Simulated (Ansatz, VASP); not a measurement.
## One calculation of Co, two programs

Contents of INCAR:

```
SYSTEM = Co
ALGO = Normal ; EDIFF = 1E-6
ENCUT = 520 ; GGA = PE
ISIF = 2 ; ISMEAR = 0
ISPIN = 2 ; LASPH = .TRUE.
LCHARG = .FALSE. ; LMAXMIX = 4
LORBIT = 11 ; LREAL = .FALSE.
LWAVE = .FALSE. ; MAGMOM = 1.84 1.84
NBANDS = 20 ; NELM = 150
PREC = Accurate ; SIGMA = 0.1
```

Contents of KPOINTS:

```
k-points
0
G
  18 18 10
  0 0 0
```

File POSCAR:

```
Co
1.0
    2.5074000000      0.0000000000      0.0000000000
   -1.2537000000      2.1714720974      0.0000000000
    0.0000000000      0.0000000000      4.0699000000
Co
2
Direct
    0.3333333333      0.6666666667      0.2500000000
    0.6666666667      0.3333333333      0.7500000000
```

Input for Ansatz:

```yaml
crystal:
  lattice:
    - [2.5074, 0.0, 0.0]
    - [-1.2537, 2.1714720974, 0.0]
    - [0.0, 0.0, 4.0699]
  atoms:
    - { symbol: Co, position: [0.3333333333, 0.6666666667, 0.25], spin: 1.84 }
    - { symbol: Co, position: [0.6666666667, 0.3333333333, 0.75], spin: 1.84 }
basis:
  ecutwfc: 420
kpoints:
  mp_grid: { grid: [18, 18, 10] }
hamiltonian:
  xc: pbe
scf:
  occupations: { method: gaussian, width: 0.1 }
output:
  forces: true
  stress: true
  eigenvalues: true
  populations: true
magnetization:
  spin_polarized: true
```

Alike in both runs: task single point; functional PBE; k mesh 18 × 18 × 10; occupations gaussian, width 0.1 eV; collinear spin.

|  | VASP | Ansatz |
| --- | --- | --- |
| version | VASP 6.6.1 | Ansatz 0.2.0 |
| potentials or method | VASP PAW PBE potentials, release 64 (Co), cutoff 520 eV | scalar-relativistic, plane waves, PAW |
| valence electrons in the cell | 18 | 34 |

```csv
,VASP,Ansatz,Ansatz less VASP
gap on the k mesh at the Fermi level (eV),none,none,-
pressure (GPa),-5.0,-4.4,+0.59
"traceless stress, the component that is largest in VASP (GPa)",-0.53,-0.47,+0.061
net moment per atom (μB),1.60,1.61,+0.006
size of the moment on the site where the two differ most (μB),1.63,1.69,+0.061
```

Site moments also hang on the region over which each program counts them. A gap of «none» marks a metal or a gap that the smearing closes. VASP's potentials hold 18 valence electrons a cell and Ansatz's 34, so a difference there can come from the potentials and not from the codes.
